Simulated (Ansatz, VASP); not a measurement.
Mg: VASP beside Ansatz

File INCAR:

```
SYSTEM = Mg
PREC = Accurate ; ENCUT = 520
EDIFF = 1E-7 ; ISMEAR = 0
SIGMA = 0.15 ; LREAL = .False.
LASPH = .True. ; NELM = 100
ALGO = Fast ; ISIF = 2
LWAVE = .False. ; LCHARG = .False.
GGA = PE ; NBANDS = 7
```

Contents of KPOINTS:

```
regular mesh
0
Gamma
  18 18 18
  0 0 0
```

Contents of POSCAR:

```
Mg
1.0
   -1.7070500000      1.7070500000      1.7048661797
    1.7070500000     -1.7070500000      1.7048661797
    1.7070500000      1.7070500000     -1.7048661797
Mg
1
Direct
    0.0000000000      0.0000000000      0.0000000000
```

Input for Ansatz:

```yaml
crystal:
  lattice:
    - [-1.70705, 1.70705, 1.7048661797]
    - [1.70705, -1.70705, 1.7048661797]
    - [1.70705, 1.70705, -1.7048661797]
  atoms:
    - { symbol: Mg, position: [0.0, 0.0, 0.0] }
basis:
  ecutwfc: 520.0
kpoints:
  mp_grid: { grid: [18, 18, 18] }
hamiltonian:
  xc: pbe
  pseudopotentials: { kind: paw }
scf:
  occupations: { method: gaussian, width: 0.15 }
output:
  forces: true
  stress: true
  eigenvalues: true
```

Alike in both runs: task single point; functional PBE; k mesh 18 × 18 × 18; occupations gaussian, width 0.15 eV; no spin polarisation.

|  | VASP | Ansatz |
| --- | --- | --- |
| version | VASP 6.6.1 | Ansatz 0.2.0 |
| potentials or method | VASP PAW PBE potentials, release 64 (Mg), cutoff 520 eV | scalar-relativistic, plane waves, PAW |
| valence electrons in the cell | 2 | 10 |

```csv
,VASP,Ansatz,Ansatz less VASP
gap on the k mesh at the Fermi level (eV),none,none,-
pressure (GPa),6.6,6.7,+0.11
```

A gap of «none» marks a metal or a gap that the smearing closes. VASP's potentials hold 2 valence electrons a cell and Ansatz's 10, so a difference there can come from the potentials and not from the codes.
